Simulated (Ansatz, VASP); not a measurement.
# Two plane-wave programs on AgI

```xyz
2
Lattice="0.0000 3.1928 3.1928 3.1928 0.0000 3.1928 3.1928 3.1928 0.0000" Properties=species:S:1:pos:R:3 pbc="T T T"
Ag    0.0000    0.0000    0.0000
I     4.7891    4.7891    4.7891
```

Change from the starting cell: volume scaled by 0.96, PAW files.

Alike in both runs: task electric field gradients; functional PBE; k mesh 7 × 7 × 7; occupations fermi-dirac, width 0.01 eV; no spin polarisation.

|  | VASP | Ansatz |
| --- | --- | --- |
| version | VASP 6.6.1 | Ansatz 0.2.0 |
| potentials or method | VASP PAW PBE potentials, release 64 (Ag, I) | PAW with Ansatz's default frozen-core files, scalar-relativistic |
| plane-wave cutoff (eV) | 400 | 420 |
| valence electrons in the cell | 18 | 36 |

|  | VASP | Ansatz | Ansatz less VASP |
| --- | --- | --- | --- |
| gap on the k mesh at the Fermi level (eV) | 1.34 | 1.34 | -0.003 |
| pressure (GPa) | 3.7 | 3.9 | +0.19 |

VASP's potentials hold 18 valence electrons a cell and Ansatz's 36, so a difference there can come from the potentials and not from the codes.

Neither program's run includes spin-orbit coupling.
